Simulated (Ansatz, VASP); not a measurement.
## TiN in VASP and in Ansatz

```xyz
2
Lattice="0.0000 2.1190 2.1190 2.1190 0.0000 2.1190 2.1190 2.1190 0.0000" Properties=species:S:1:pos:R:3 pbc="T T T"
Ti    0.0000    0.0000    0.0000
N     2.1190    2.1190    2.1190
```

Alike in both runs: task single point; functional LDA; k mesh 7 × 7 × 7; no spin polarisation.

```csv
,VASP,Ansatz
version,VASP 6.6.1,Ansatz 0.2.0
potentials or method,"VASP PAW LDA potentials, release 64 (Ti_sv, N), cutoff 520 eV",all-electron (LAPW or listed datasets)
occupations,"fermi-dirac, width 0.1 eV",fermi-dirac
```

```tsv
	VASP	Ansatz	Ansatz less VASP
gap on the k mesh at the Fermi level (eV)	none	none	-
pressure (GPa)	-12.6	-13.5	-0.83
```

LDA's correlation is that of Perdew and Zunger in VASP and of Perdew and Wang (1992) in Ansatz. A gap of «none» marks a metal or a gap that the smearing closes. Ansatz ran all-electron here, and VASP with PAW potentials.

The k mesh is coarse, so the values compare programs but aren't converged.
